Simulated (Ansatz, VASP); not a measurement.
CdF2: VASP beside Ansatz

The input INCAR:

```
SYSTEM = CdF2
PREC = Accurate
ENCUT = 520
EDIFF = 1E-7
ISMEAR = 0
SIGMA = 0.05
LREAL = .False.
LASPH = .True.
NELM = 60
ALGO = Normal
ISIF = 2
LWAVE = .False.
LCHARG = .False.
NBANDS = 20
```

File KPOINTS:

```
regular mesh
0
Gamma
  8 8 8
  0 0 0
```

File POSCAR:

```
CdF2
1.0
    0.0000000000      2.6488277134      2.6488277134
    2.6488277134      0.0000000000      2.6488277134
    2.6488277134      2.6488277134      0.0000000000
Cd F
1 2
Direct
    0.0245210003      0.0245210003      0.0245210003
    0.2500000000      0.2500000000      0.2500000000
    0.7500000000      0.7500000000      0.7500000000
```

Input for Ansatz:

```yaml
crystal:
  lattice:
    - [0.0, 2.6488277134, 2.6488277134]
    - [2.6488277134, 0.0, 2.6488277134]
    - [2.6488277134, 2.6488277134, 0.0]
  atoms:
    - { symbol: Cd, position: [0.0245210003, 0.0245210003, 0.0245210003] }
    - { symbol: F, position: [0.25, 0.25, 0.25] }
    - { symbol: F, position: [0.75, 0.75, 0.75] }
basis:
  ecutwfc: 420
kpoints:
  mp_grid: { grid: [8, 8, 8] }
hamiltonian:
  xc: lda
scf:
  occupations: { method: gaussian, width: 0.05 }
output:
  forces: true
  stress: true
  eigenvalues: true
```

Change from the starting cell: all Cd atoms moved +0.225 Å, as atom 1 along Cartesian [1 1 1].

Alike in both runs: task single point; functional LDA; k mesh 8 × 8 × 8; occupations gaussian, width 0.05 eV; no spin polarisation.

|  | VASP | Ansatz |
| --- | --- | --- |
| version | VASP 6.6.1 | Ansatz 0.2.0 |
| potentials or method | VASP PAW LDA potentials, release 64 (Cd, F), cutoff 520 eV | scalar-relativistic, plane waves, PAW |
| valence electrons in the cell | 26 | 34 |

```csv
,VASP,Ansatz,Ansatz less VASP
gap on the k mesh at the Fermi level (eV),3.02,3.04,+0.023
least direct gap on the mesh (eV),3.41,3.42,+0.015
pressure (GPa),5.0,3.5,-1.53
"traceless stress, the component that is largest in VASP (GPa)",2.56,2.35,-0.217
rms of the force components (eV/Å),0.809,0.726,-0.0832
```

LDA's correlation is that of Perdew and Zunger in VASP and of Perdew and Wang (1992) in Ansatz. Atom by atom the forces differ by 0.083 eV/Å (rms over components). VASP's potentials hold 26 valence electrons a cell and Ansatz's 34, so a difference there can come from the potentials and not from the codes.
